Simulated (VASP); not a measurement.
Set up this calculation in VASP 6.6.1, as the native input.

```
Task                   : single point
Functional             : PBE
Potentials or basis    : VASP PAW PBE potentials, release 64 (Si, Ge_d, C)
Cutoff                 : 520 eV
k mesh                 : 6 × 6 × 4
Occupations            : gaussian, width 0.1 eV
Spin                   : no spin polarisation
Dipole correction      : no
Further INCAR settings : ALGO = Normal; EDIFF = 1e-06; NBANDS = 26
```

The structure of Si2GeC3 lies in POSCAR:

```
Si2GeC3
1.0
    3.8014697400      0.0000000000      0.0000000000
   -1.9007348700      3.2921693700      0.0000000000
    0.0000000000      0.0000000000      7.1798726500
Si Ge C
2 1 3
Direct
    0.0000000000      0.0000000000      0.2139271000
    0.0000000000      0.0000000000      0.7860729000
    0.0000000000      0.0000000000      0.0000000000
    0.0000000000      0.0000000000      0.5000000000
    0.3333333300      0.6666666700      0.0000000000
    0.6666666700      0.3333333300      0.0000000000
```

These files were run (other wordings do the same):

INCAR

```
PREC = Accurate ; ENCUT = 520
EDIFF = 1E-6 ; ISMEAR = 0
SIGMA = 0.1 ; LREAL = F
LASPH = T ; NELM = 100
ALGO = Normal ; ISIF = 2
LWAVE = F ; LCHARG = F
GGA = PE ; NBANDS = 26
```

KPOINTS

```
regular mesh
0
Gamma
  6 6 4
```

Potentials or basis: VASP PAW PBE potentials, release 64 (Si, Ge_d, C).

Command:

```sh
$ cat potpaw_PBE.64/Si/POTCAR potpaw_PBE.64/Ge_d/POTCAR potpaw_PBE.64/C/POTCAR > POTCAR
$ mpirun -np 1 vasp_std > vasp.out
```

Results of the run:

```
Pressure               : 81.6 GPa
Largest force          : 50.728 eV/Å
Band gap on the k mesh : zero (band 17 reaches 5.20 eV, above the bottom of band 18 at 3.72 eV)
```

Caveat: forces of over 1 eV/Å act on the atoms, so gaps and moduli don't describe the material at rest.

It took 55 s on 1 thread of Intel Xeon 6975P-C (shared host), peak memory 0.21 GiB.
